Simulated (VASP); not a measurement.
A run of VASP 6.6.1:

File INCAR:

```
PREC = Accurate ; ENCUT = 520
EDIFF = 1E-7 ; ISMEAR = 0
SIGMA = 0.05 ; LREAL = False
LASPH = True ; NELM = 100
ALGO = Normal ; ISIF = 2
LWAVE = False ; LCHARG = False
GGA = PE ; NBANDS = 29
```

The input KPOINTS:

```
Automatic mesh
0
Gamma
  6 6 8
```

File POSCAR:

```
BiTe
1.0
    5.5506174028      0.0000000000      0.0000000000
    0.0000000000      5.5506174028      0.0000000000
    0.0000000000      0.0000000000      4.0228308249
Bi Te
2 2
Direct
    0.5000000000      0.0000000000      0.3884702085
    0.0000000000      0.5000000000      0.6115297915
    0.0000000000      0.0000000000      0.0000000000
    0.5000000000      0.5000000000      0.0000000000
```

Potentials or basis: VASP PAW PBE potentials, release 64 (Bi_d, Te).

Run with:

```console
$ cat potpaw_PBE.64/Bi_d/POTCAR potpaw_PBE.64/Te/POTCAR > POTCAR
$ mpirun -np 1 vasp_std > vasp.out
```

Hardware: 1 thread of Intel(R) Xeon(R) 6975P-C (Granite Rapids), on a shared host.

Q: Estimate the wall time of this run.

A: It took 92 s on 1 thread of Intel(R) Xeon(R) 6975P-C (Granite Rapids), with other jobs on the host, peak memory 0.32 GiB. Counts: scf iterations 13, k points 50.
